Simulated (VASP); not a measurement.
MgCd2Te3: single point with PBE

The system is MgCd2Te3.

```
Mg Cd Te
1.0
     6.36581    0.00000    0.00000
    -3.18290    5.51295    0.00000
     0.00000    0.00000    5.24536
Mg Cd Te
1 2 3
Direct
  0.00000 0.00000 0.00000
  0.33333 0.66667 0.00000
  0.66667 0.33333 0.00000
  0.50000 0.00000 0.50000
  0.00000 0.50000 0.50000
  0.50000 0.50000 0.50000
```

The cell was built from a structure type or drawn by symmetry, and may not be a known phase.

- Program: VASP 6.6.1
- Task: single point
- Functional: PBE
- Potentials or basis: VASP PAW PBE potentials, release 64 (Mg, Cd, Te)
- Cutoff: 520 eV
- k mesh: 3 × 3 × 4
- Occupations: gaussian, width 0.1 eV
- Spin: no spin polarisation
- Dipole correction: no
- Further INCAR settings: ALGO = Normal; EDIFF = 1e-07; NBANDS = 31

* Pressure: 2.4 GPa
* Band gap on the k mesh: zero (bands 22 and 23 overlap by 1.07 eV)

Stress tensor (GPa, compression positive):
```
 4.39  0.00  0.00
 0.00  4.39  0.00
 0.00  0.00 -1.53
```

Levels at points of the mesh, in eV from the Fermi level:
```tsv
k point	band 18	band 19	band 20	band 21	band 22	band 23	band 24	band 25	band 26	band 27
(0.00, 0.00, 0.00)	-3.41	-0.87	-0.87	-0.31	0.82	1.77	1.77	1.87	1.90	2.38
(0.00, 0.00, 0.50)	-2.55	-2.55	-1.60	0.04	0.95	0.95	1.34	1.94	2.57	2.72
```

Run time: 36 s on 1 thread of Intel(R) Xeon(R) 6975P-C (Granite Rapids), with other jobs on the host, peak memory 0.31 GiB.

Caveat: the k points lie up to 0.38 Å⁻¹ apart, too coarse for converged energies and pressures of a metal; spin-orbit coupling is left out, which moves the levels of the heavy elements.
